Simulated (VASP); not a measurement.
A run of VASP 6.6.1 is set up as follows.

The input INCAR:

```
ALGO = Normal
EDIFF = 1E-6
ENCUT = 600
GGA = PE
GGA_COMPAT = False
ISIF = 2
ISMEAR = 0
ISPIN = 2
LASPH = True
LCHARG = True
LELF = True
LMAXMIX = 4
LORBIT = 11
LREAL = False
LVHAR = True
LWAVE = False
MAGMOM = 3 0
NBANDS = 22
NELM = 200
PREC = Accurate
SIGMA = 0.018000000000000002
```

The input KPOINTS:

```
k-points
0
Gamma
  11 11 11
```

The input POSCAR:

```
FeO
1.0
    0.0000000000      2.1554000000      2.1554000000
    2.1554000000      0.0000000000      2.1554000000
    2.1554000000      2.1554000000      0.0000000000
Fe O
1 1
Direct
    0.0000000000      0.0000000000      0.0000000000
    0.5000000000      0.5000000000      0.5000000000
```

Potentials or basis: VASP PAW PBE potentials, release 64 (Fe_sv, O).

Launch:

```bash
$ cat potpaw_PBE.64/Fe_sv/POTCAR potpaw_PBE.64/O/POTCAR > POTCAR
$ mpirun -np 1 vasp_std > vasp.out
```

Predict the net moment.

4.00 μB per cell.

What does it give for the site moments?

Fe +3.48; O +0.30 μB.

Predict the band gap on the k mesh.

zero (filled and empty bands overlap).

Predict the pressure.

-2.6 GPa.

Caveat: a cell with one magnetic atom can't hold antiferromagnetic order, which such compounds often take; semilocal functionals often make such compounds metallic where correlation or magnetic order opens a gap, which also shifts bond lengths.

**Experimental background.**

“W\"ustite: Electric, thermodynamic and optical properties of FeO”, 2012, arxiv:1203.1201 quotes, for a bulk crystal of FeO: band gap 2.4 eV (optical).

A measured gap of FeO is 2.4 eV (optical; quoted in “W\"ustite: Electric, thermodynamic and optical properties of FeO”, 2012, arxiv:1203.1201); the calculated 0.00 eV misses it by -2.40 eV. So large a miss can be the level of theory's own, or it may mean another phase, state or a wrong row. The value is that of PBE on a finite k mesh, which can miss the band edges, without temperature or zero-point motion. Semilocal functionals fall short of measured gaps as a rule. The run's magnetic order (collinear spin, ferromagnetic start) needn't be the measured crystal's.
